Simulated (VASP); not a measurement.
# HfC (I4/mmm) in VASP: further runs

Runs on HfC. Level: PBE. Tasks: single point.

Program: VASP 6.6.1. These are calculated values, not measurements. Logs are shortened: lines on timing, memory, paths and dates and some standing lists are left out, and cuts for length are marked.

### 1 The cell of the first run

The structure is tetragonal, space group I4/mmm (No. 139). Conventional cell: a = 3.691 Å, b = 3.691 Å, c = 3.690 Å, α = 90.00°, β = 90.00°, γ = 90.00°. Within 2.4 Å of Hf (site symmetry 4/mmm) lie 2 C at 1.85 Å. Within 2.4 Å of C (site symmetry 4/mmm) lie 2 Hf at 1.85 Å.

### 2 Single point, PBE

Contents of INCAR:

```
SYSTEM = HfC
ALGO = Normal
EDIFF = 1E-6
ENCUT = 520
GGA = PE
ISIF = 2
ISMEAR = 0
LASPH = .TRUE.
LCHARG = .TRUE.
LELF = .TRUE.
LREAL = .FALSE.
LVHAR = .TRUE.
LWAVE = .FALSE.
NBANDS = 14
NELM = 80
PREC = Accurate
SIGMA = 0.15
```

Contents of KPOINTS:

```
k-points
0
G
  20 20 20
  0 0 0
```

Contents of POSCAR:

```
HfC
1.0
    0.0000000000      2.6098556416      1.8451679386
    2.6098556416      0.0000000000      1.8451679386
    2.6098556416      2.6098556416      0.0000000000
Hf C
1 1
Direct
    0.5000000000      0.5000000000      0.5000000000
    0.0000000000      0.0000000000      0.0000000000
```

Potentials or basis: VASP PAW PBE potentials, release 64 (Hf_pv, C).

Run with:

```sh
$ cat potpaw_PBE.64/Hf_pv/POTCAR potpaw_PBE.64/C/POTCAR > POTCAR
$ mpirun -np 1 vasp_std > vasp.out
```

OUTCAR:

```text
SYSTEM = HfC
   EDIFF = 1E-6
   ENCUT = 520
   GGA = PE
   ISIF = 2
   ISMEAR = 0
   LASPH = .TRUE.
   LREAL = .FALSE.
   NELM = 80
   PREC = Accurate

 ion  position               nearest neighbor table
   1  0.500  0.500  0.500-   2 1.85   2 1.85   2 2.61   2 2.61   2 2.61   2 2.61
   2  0.000  0.000  0.000-   1 1.85   1 1.85   1 2.61   1 2.61   1 2.61   1 2.61

  LATTYP: Found a body centered tetragonal cell.
 ALAT       =     3.6908932442
 C/A-ratio  =     0.9998489886

  Lattice vectors:

 A1 = (   0.0000000000,  -2.6098556416,  -1.8451679386)
 A2 = (   0.0000000000,   2.6098556416,  -1.8451679386)
 A3 = (   2.6098556416,   0.0000000000,   1.8451679386)

Analysis of symmetry for initial positions (statically):
=====================================================================
 Subroutine PRICEL returns:
 Original cell was already a primitive cell.

 Routine SETGRP: Setting up the symmetry group for a
 body centered tetragonal supercell.

 Subroutine GETGRP returns: Found 16 space group operations
 (whereof 16 operations were pure point group operations)
 out of a pool of 16 trial point group operations.

The static configuration has the point symmetry D_4h.

Analysis of symmetry for dynamics (positions and initial velocities):
=====================================================================
 Subroutine PRICEL returns:
 Original cell was already a primitive cell.

 Routine SETGRP: Setting up the symmetry group for a
 body centered tetragonal supercell.

 Subroutine GETGRP returns: Found 16 space group operations
 (whereof 16 operations were pure point group operations)
 out of a pool of 16 trial point group operations.

The dynamic configuration has the point symmetry D_4h.

 Subroutine INISYM returns: Found 16 space group operations
 (whereof 16 operations are pure point group operations),
 and found     1 'primitive' translations

----------------------------------------------------------------------------------------

                                     Primitive cell

  volume of cell :      25.1362

  direct lattice vectors                    reciprocal lattice vectors
     0.000000000  2.609855642  1.845167939    -0.191581478  0.191581478  0.270978045
     2.609855642  0.000000000  1.845167939     0.191581478 -0.191581478  0.270978045
     2.609855642  2.609855642  0.000000000     0.191581478  0.191581478 -0.270978045

  length of vectors
     3.196246422  3.196246422  3.690893244     0.383191892  0.383191892  0.383191892

  position of ions in fractional coordinates (direct lattice)
     0.500000000  0.500000000  0.500000000
     0.000000000  0.000000000  0.000000000

  ion indices of the primitive-cell ions
   primitive index   ion index
                 1           1
                 2           2

----------------------------------------------------------------------------------------

 KPOINTS: k-points

Automatic generation of k-mesh.
 Grid dimensions read from file:
 generate k-points for:   20   20   20

 Generating k-lattice:

  Cartesian coordinates                     Fractional coordinates (reciprocal lattice)
    -0.009579074  0.009579074  0.013548902     0.050000000  0.000000000  0.000000000
     0.009579074 -0.009579074  0.013548902     0.000000000  0.050000000  0.000000000
     0.009579074  0.009579074 -0.013548902     0.000000000  0.000000000  0.050000000

  Length of vectors
     0.019159595  0.019159595  0.019159595

  Shift w.r.t. Gamma in fractional coordinates (k-lattice)
     0.000000000  0.000000000  0.000000000

 Subroutine IBZKPT returns following result:
 ===========================================

 Found    641 irreducible k-points:

 Following reciprocal coordinates:
            Coordinates               Weight
  0.000000  0.000000  0.000000      1.000000
  0.050000  0.000000  0.000000      8.000000
  0.100000  0.000000  0.000000      8.000000
  0.150000  0.000000  0.000000      8.000000
  0.200000  0.000000  0.000000      8.000000
  0.250000  0.000000  0.000000      8.000000
[... 16 lines left out ...]
 -0.400000  0.050000  0.000000      8.000000
 -0.350000  0.050000  0.000000      8.000000
 [... further k-points ...]
   k-points           NKPTS =    641   k-points in BZ     NKDIM =    641   number of bands    NBANDS=     14
   number of dos      NEDOS =    301   number of ions     NIONS =      2
   total plane-waves  NPLWV =  16128
   dimension x,y,z NGX =    24 NGY =   24 NGZ =   28
   dimension x,y,z NGXF=    48 NGYF=   48 NGZF=   56
   ions per type =               1   1
   NGX,Y,Z   is equivalent  to a cutoff of  12.48, 12.48, 12.61 a.u.
   NGXF,Y,Z  is equivalent  to a cutoff of  24.97, 24.97, 25.22 a.u.
 SYSTEM =  HfC
   PREC   = accura    normal or accurate (medium, high low for compatibility)
   ISTART =      0    job   : 0-new  1-cont  2-samecut
   ICHARG =      2    charge: 1-file 2-atom 10-const
   ISPIN  =      1    spin polarized calculation?
   LNONCOLLINEAR =      F non collinear calculations
   LSORBIT =      F    spin-orbit coupling
   LASPH  =      T    aspherical Exc in radial PAW
   ENCUT  =  520.0 eV  38.22 Ry    6.18 a.u.   5.94  5.94  6.86*2*pi/ulx,y,z
   NELM   =     80;   NELMIN=  2; NELMDL= -5     # of ELM steps
   EDIFF  = 0.1E-05   stopping-criterion for ELM
   LREAL  =      F    real-space projection
   EDIFFG = 0.1E-04   stopping-criterion for IOM
   NSW    =      0    number of steps for IOM
   IBRION =     -1    ionic relax: 0-MD 1-quasi-New 2-CG
   NFREE  =      0    steps in history (QN), initial steepest desc. (CG)
   ISIF   =      2    stress and relaxation
   ISYM   =      2    0-nonsym 1-usesym 2-fastsym
   POTIM  = 0.5000    time-step for ionic-motion
   TEBEG  =    0.0;   TEEND  =   0.0 temperature during run
   PSTRESS=    0.0 pullay stress
   NELECT =      14.0000    total number of electrons
   NUPDOWN=      -1.0000    fix difference up-down
   EMIN   =  10.00;   EMAX   =-10.00  energy-range for DOS
   EFERMI =   0.00;   METHOD = LEGACY
   ISMEAR =     0;   SIGMA  =   0.15  broadening in eV -4-tet -1-fermi 0-gaus
   EFERMI_NEDOS =   21; number of points for ismear=-14 and -15
   IALGO  =     38    algorithm
   IMIX   =      4    mixing-type and parameters
     AMIX     =   0.40;   BMIX     =  1.00
     AMIX_MAG =   1.60;   BMIX_MAG =  1.00
  volume/ion in A,a.u.               =      12.57        84.81
  Fermi-wavevector in a.u.,A,eV,Ry     =   1.346949  2.545365 24.684672  1.814272
  Thomas-Fermi vector in A             =   2.474740
   LORBIT       =      0    0 simple, 1 ext, 2 COOP (PROOUT), +10 PAW based schemes
   GGA     = PE    functional components
   LHFCALC =     F    Hartree Fock is set to
   AEXX    =    0.0000 exact exchange contribution
   IVDW    =     0    specifies the selected vdW correction
   LEPSILON=     F    determine dielectric tensor
   LRPA    =     F    only Hartree local field effects (RPA)
 non-spin polarized calculation
 Gauss-broadening in eV      SIGMA  =   0.15
  energy-cutoff  :      520.00
  volume of cell :       25.14
 maximum number of plane-waves:       700
   NGX = 11   NGY = 11   NGZ = 13

 number of electron      13.9999999 magnetization

 Free energy of the ion-electron system (eV)
  ---------------------------------------------------
  ext. energy  EPLUGINS =         0.00000000
  ---------------------------------------------------
  free energy    TOTEN  =       -17.35528146 eV

  energy without entropy =      -17.34586250  energy(sigma->0) =      -17.35057198

 E-fermi :   6.5631     XC(G=0): -12.0968

 val. band max:        6.5610628888   @ k =   0.2500   0.2000   0.0000
 cond. band min:       6.5671665532   @ k =  -0.1500   0.1500   0.0000
 fundamental gap:      0.0061036644
 Fermi energy:         6.5631314200

 k-point     1 :       0.0000    0.0000    0.0000
  band No.  band energies     occupation
      1     -23.8888      2.00000
      2     -23.3478      2.00000
      3     -23.3478      2.00000
      4      -6.6173      2.00000
      5       5.7709      2.00000
      6       6.0822      1.99999
      7       6.0822      1.99999
      8       6.9390      0.00039
      9       6.9390      0.00039
     10       7.1680      0.00000
     11       9.6727      0.00000
     12      10.1769      0.00000
     13      18.3837      0.00000
     14      20.2823      0.00000

 k-point     2 :       0.0500    0.0000    0.0000
  band No.  band energies     occupation
      1     -23.8984      2.00000
      2     -23.3561      2.00000
      3     -23.3529      2.00000
      4      -6.5413      2.00000
      5       5.1686      2.00000
      6       5.5536      2.00000
      7       6.2221      1.99870
      8       7.1457      0.00000
      9       7.4382      0.00000
     10       7.6451      0.00000
     11       9.5577      0.00000
     12      10.1356      0.00000
     13      18.5391      0.00000
     14      20.2842      0.00000

 k-point     3 :       0.1000    0.0000    0.0000
  band No.  band energies     occupation
      1     -23.9279      2.00000
      2     -23.3781      2.00000
      3     -23.3680      2.00000
      4      -6.3165      2.00000
      5       4.3464      2.00000
      6       4.8040      2.00000
      7       6.2045      1.99928
      8       7.4006      0.00000
      9       8.3458      0.00000
     10       8.6016      0.00000
     11       9.2880      0.00000
     12      10.0368      0.00000
     13      18.9260      0.00000
     14      20.2863      0.00000
[... 324 lines left out ...]
 k-point    23 :      -0.4000    0.0500    0.0000
  band No.  band energies     occupation
      1     -24.3553      2.00000
      2     -23.5432      2.00000
      3     -23.5011      2.00000
      4      -3.0400      2.00000
      5       0.5350      2.00000
      6       2.0232      2.00000
      7       3.2332      2.00000
      8       9.8812      0.00000
      9      10.9940      0.00000
     10      11.7045      0.00000
     11      14.2781      0.00000
     12      14.4152      0.00000
     13      14.9276      0.00000
     14      19.1783      0.00000

 k-point    24 :      -0.3500    0.0500    0.0000
  band No.  band energies     occupation
      1     -24.2869      2.00000
      2     -23.5207      2.00000
      3     -23.5000      2.00000
      4      -3.7794      2.00000
      5       0.9615      2.00000
      6       2.2830      2.00000
      7       4.0690      2.00000
      8       9.9739      0.00000
      9      10.3483      0.00000
     10      10.7607      0.00000
     11      13.4164      0.00000
     12      13.6602      0.00000
     13      15.7048      0.00000
     14      20.2959      0.00000

 [... further k-points ...]
[... 5 lines left out ...]
  --------------------------------------------------------------------------------------
  -------------------------------------------------------------------------------------
  Total       -3.5271923     -3.5271923     31.5214760      0.0000000      0.0000000      0.0000000
  in kB     -224.8230560   -224.8230560   2009.1772868      0.0000000      0.0000000      0.0000000
  external PRESSURE =     519.8437249 kB  Pullay stress =       0.0000000 kB

 VOLUME and BASIS-vectors are now :
 -----------------------------------------------------------------------------
  energy-cutoff  :      520.00
  volume of cell :       25.14
      direct lattice vectors                 reciprocal lattice vectors
     0.000000000  2.609855642  1.845167939    -0.191581478  0.191581478  0.270978045
     2.609855642  0.000000000  1.845167939     0.191581478 -0.191581478  0.270978045
     2.609855642  2.609855642  0.000000000     0.191581478  0.191581478 -0.270978045

 POSITION                                       TOTAL-FORCE (eV/Angst)
 -----------------------------------------------------------------------------------
      2.60986      2.60986      1.84517         0.000000      0.000000      0.000000
      0.00000      0.00000      0.00000         0.000000      0.000000     -0.000000
 -----------------------------------------------------------------------------------
    total drift:                                0.000000     -0.000000      0.000000

  FREE ENERGIE OF THE ION-ELECTRON SYSTEM (eV)
  ---------------------------------------------------
  free  energy   TOTEN  =       -17.3552814587 eV

  energy  without entropy=      -17.3458624977  energy(sigma->0) =      -17.35057198
```

Run time: 5.5 min. Hardware: 1 thread of AMD EPYC 7R43 (Zen 3), shared host; peak memory 0.3 GiB.

What came out:

- Free energy: -17.3553 eV
- Pressure: 52.0 GPa
- Band gap on the k mesh: zero (band 7 reaches 7.16 eV, above the bottom of band 8 at 4.52 eV)

Caveat: spin-orbit coupling is left out, which moves the levels of the heavy elements.

### 3 Single point, PBE

This run uses another cell than the first one, of the same volume but with other edges.

Contents of INCAR:

```
SYSTEM = HfC
PREC = Accurate
ENCUT = 520
EDIFF = 1E-6
ISMEAR = 0
SIGMA = 0.15
LREAL = .FALSE.
LASPH = .TRUE.
NELM = 60
ALGO = Normal
ISIF = 2
LWAVE = .FALSE.
LCHARG = .TRUE.
GGA = PE
LELF = .TRUE.
LVHAR = .TRUE.
NBANDS = 14
```

Contents of KPOINTS:

```
Automatic mesh
0
G
  20 20 20
  0 0 0
```

Contents of POSCAR:

```
HfC
1.0
    0.0000000000      2.0714437955      2.9290215268
    2.0714437955      0.0000000000      2.9290215268
    2.0714437955      2.0714437955      0.0000000000
Hf C
1 1
Direct
    0.5000000000      0.5000000000      0.5000000000
    0.0000000000      0.0000000000      0.0000000000
```

Potentials or basis: VASP PAW PBE potentials, release 64 (Hf_pv, C).

Run with:

```sh
$ cat potpaw_PBE.64/Hf_pv/POTCAR potpaw_PBE.64/C/POTCAR > POTCAR
$ mpirun -np 1 vasp_std > vasp.out
```

Run time: 5.8 min. Hardware: 1 thread of AMD EPYC 7R43 (Zen 3), shared host; peak memory 0.31 GiB.

Results (log left out):

| Quantity | Value |
| --- | --- |
| Free energy | -18.8636 eV |
| Pressure | 50.8 GPa |
| Band gap on the k mesh | zero (band 7 reaches 7.43 eV, above the bottom of band 8 at 5.38 eV) |

Stress tensor (GPa, compression positive):
```
 90.74   0.00   0.00
  0.00  90.74   0.00
  0.00   0.00 -29.11
```

Levels at points of the mesh, in eV from the Fermi level:
```csv
k point,band 5,band 6,band 7,band 8,band 9,band 10
"(0.00, 0.00, 0.00)",-1.21,-0.78,-0.17,1.54,1.54,3.21
"(0.50, 0.00, 0.00)",-6.36,-4.25,-3.54,4.84,5.17,5.47
"(0.50, 0.50, 0.00)",-4.21,-1.69,1.18,1.18,5.90,6.13
"(0.50, 0.00, 0.50)",-1.55,-0.96,-0.76,0.26,3.41,3.52
```

Caveat: spin-orbit coupling is left out, which moves the levels of the heavy elements.

### 4 Single point, PBE

This run uses another cell than the first one, of the same volume but with other edges.

Contents of INCAR:

```
PREC = Accurate ; ENCUT = 520
EDIFF = 1E-6 ; ISMEAR = 0
SIGMA = 0.15 ; LREAL = F
LASPH = T ; NELM = 60
ALGO = Normal ; ISIF = 2
LWAVE = F ; LCHARG = F
GGA = PE ; NBANDS = 14
```

Contents of KPOINTS:

```
regular mesh
0
Gamma
  20 20 20
```

Contents of POSCAR:

```
HfC
1.0
    0.0000000000      2.4544262213      2.0862622881
    2.4544262213      0.0000000000      2.0862622881
    2.4544262213      2.4544262213      0.0000000000
Hf C
1 1
Direct
    0.5000000000      0.5000000000      0.5000000000
    0.0000000000      0.0000000000      0.0000000000
```

Run with:

```sh
$ cat potpaw_PBE.64/Hf_pv/POTCAR potpaw_PBE.64/C/POTCAR > POTCAR
$ mpirun -np 1 vasp_std > vasp.out
```

It took 5.4 min on 1 thread of AMD EPYC 7R43 (Zen 3), shared host; peak memory 0.31 GiB.

The run converged. Its results:

* Free energy: -20.3786 eV
* Pressure: 12.2 GPa
* Band gap on the k mesh: zero (band 7 reaches 6.96 eV, above the bottom of band 8 at 4.67 eV)

Stress tensor (GPa, compression positive):
```
-16.67   0.00   0.00
  0.00 -16.67   0.00
  0.00   0.00  70.04
```

Levels at points of the mesh, in eV from the Fermi level:
| k point | band 4 | band 5 | band 6 | band 7 | band 8 | band 9 | band 10 | band 11 |
| --- | --- | --- | --- | --- | --- | --- | --- | --- |
| (0.00, 0.00, 0.00) | -12.45 | 0.59 | 0.59 | 0.91 | 0.91 | 1.69 | 2.24 | 2.28 |
| (0.50, 0.00, 0.00) | -8.45 | -6.23 | -3.43 | -3.26 | 4.49 | 6.23 | 6.23 | 6.46 |
| (0.50, 0.50, 0.00) | -10.52 | -2.12 | -1.17 | -0.83 | -0.83 | 5.48 | 6.46 | 6.46 |
| (0.50, 0.00, 0.50) | -10.75 | -3.19 | -1.58 | -0.17 | 0.77 | 4.10 | 5.71 | 7.13 |

Caveat: spin-orbit coupling is left out, which moves the levels of the heavy elements.

[end of part 1 of 2]
